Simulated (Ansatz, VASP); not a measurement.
**One calculation of LaMg6Sb, two programs**

Contents of INCAR:

```
SYSTEM = LaMg6Sb
  ALGO = Fast
  EDIFF = 1E-6
  ENCUT = 520
  GGA = PE
  ISIF = 2
  ISMEAR = -1
  LASPH = .True.
  LCHARG = .True.
  LELF = .True.
  LREAL = .False.
  LVHAR = .True.
  LWAVE = .False.
  NBANDS = 24
  NELM = 80
  PREC = Accurate
  SIGMA = 0.05
```

KPOINTS

```
k-points
0
Gamma
  6 5 5
  0 0 0
```

File POSCAR:

```
LaMg6Sb
1.0
    5.0036920000      0.0000000000      0.0000000000
    0.0000000000      3.2620095000      6.3351285000
    0.0000000000     -3.2620095000      6.3351285000
La Sb Mg
1 1 6
Direct
    0.0000000000      0.8074900000      0.8074900000
    0.5000000000      0.6346400000      0.6346400000
    0.5000000000      0.2032130000      0.2032130000
    0.5000000000      0.1809330000      0.6853530000
    0.5000000000      0.6853530000      0.1809330000
    0.0000000000      0.3508290000      0.3508290000
    0.0000000000      0.2989790000      0.8385610000
    0.0000000000      0.8385610000      0.2989790000
```

The input input.yaml:

```yaml
crystal:
  lattice:
    - [5.003692, 0.0, 0.0]
    - [0.0, 3.2620095, 6.3351285]
    - [0.0, -3.2620095, 6.3351285]
  atoms:
    - { symbol: La, position: [0.0, 0.80749, 0.80749] }
    - { symbol: Sb, position: [0.5, 0.63464, 0.63464] }
    - { symbol: Mg, position: [0.5, 0.203213, 0.203213] }
    - { symbol: Mg, position: [0.5, 0.180933, 0.685353] }
    - { symbol: Mg, position: [0.5, 0.685353, 0.180933] }
    - { symbol: Mg, position: [0.0, 0.350829, 0.350829] }
    - { symbol: Mg, position: [0.0, 0.298979, 0.838561] }
    - { symbol: Mg, position: [0.0, 0.838561, 0.298979] }
hamiltonian:
  xc: pbe
  pseudopotentials: { kind: paw }
kpoints:
  mp_grid: { grid: [6, 5, 5] }
scf:
  occupations: { method: fermi_dirac, width: 0.05 }
output:
  forces: true
  stress: true
  eigenvalues: true
```

Alike in both runs: task single point; functional PBE; k mesh 6 × 5 × 5; occupations fermi-dirac, width 0.05 eV; no spin polarisation.

```csv
,VASP,Ansatz
version,VASP 6.6.1,Ansatz 0.2.0
potentials or method,"VASP PAW PBE potentials, release 64 (La, Sb, Mg)",Ansatz PAW
plane-wave cutoff (eV),520,420
valence electrons in the cell,28,86
```

```tsv
	VASP	Ansatz	Ansatz less VASP
gap on the k mesh at the Fermi level (eV)	none	none	-
pressure (GPa)	-0.2	-0.1	+0.12
traceless stress, the component that is largest in VASP (GPa)	0.09	0.09	+0.002
rms of the force components (eV/Å)	0.017	0.016	-0.0008
```

Atom by atom the forces differ by 0.002 eV/Å (rms over components). A gap of «none» marks a metal or a gap that the smearing closes. With one functional, cell and mesh, what is left measures potentials, basis and numerics. VASP's potentials hold 28 valence electrons a cell and Ansatz's 86, so a difference there can come from the potentials and not from the codes.

Spin-orbit coupling is off throughout.
